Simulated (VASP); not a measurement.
As: single point with r2SCAN

As:

```
As
1.0
     0.00000    3.03389    3.03389
     3.03389    0.00000    3.03389
     3.03389    3.03389    0.00000
As
2
Direct
  0.12500 0.12500 0.12500
  0.87500 0.87500 0.87500
```

This isn't the form of As at room conditions, which is rhombohedral.

```json
{
 "Program": "VASP 6.6.1",
 "Task": "single point",
 "Functional": "r2SCAN",
 "Potentials or basis": "VASP PAW PBE potentials, release 64 (As)",
 "Cutoff": "550 eV",
 "k mesh": "5 × 5 × 5",
 "Occupations": "fermi-dirac, width 0.1 eV",
 "Spin": "no spin polarisation"
}
```

```yaml
Pressure: -0.5 GPa
Band_gap_on_the_k_mesh: zero (bands 5 and 6 overlap by 0.71 eV)
```

Levels at points of the mesh, in eV from the Fermi level:
```csv
k point,band 2,band 3,band 4,band 5,band 6,band 7,band 8,band 9
"(0.00, 0.00, 0.00)",-6.36,-2.67,-2.67,-2.67,0.28,0.28,0.28,4.98
```

It took 67 s on 1 thread of Intel Xeon 8259CL, on a shared host, peak memory 0.21 GiB.

Caveat: the PAW data sets were made with another functional, which shifts forces and pressure a little.
